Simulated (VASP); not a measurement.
Here is a VASP 6.6.1 calculation.

INCAR

```
PREC = Accurate
ENCUT = 520
EDIFF = 1E-6
ISMEAR = 0
SIGMA = 0.3
LREAL = F
LASPH = T
NELM = 60
ALGO = Normal
ISIF = 2
LWAVE = F
LCHARG = F
GGA = PE
NBANDS = 12
```

Contents of KPOINTS:

```
Automatic mesh
0
Gamma
  15 15 15
```

File POSCAR:

```
V
1.0
   -1.4991761207      1.4991761207      1.4991761207
    1.4991761207     -1.4991761207      1.4991761207
    1.4991761207      1.4991761207     -1.4991761207
V
1
Direct
    0.0000000000      0.0000000000      0.0000000000
```

Potentials or basis: VASP PAW PBE potentials, release 64 (V_sv).

The run is started by

```console
$ cat potpaw_PBE.64/V_sv/POTCAR > POTCAR
$ mpirun -np 1 vasp_std > vasp.out
```

**Question.** Predict the pressure.

**Answer.** 0.4 GPa.
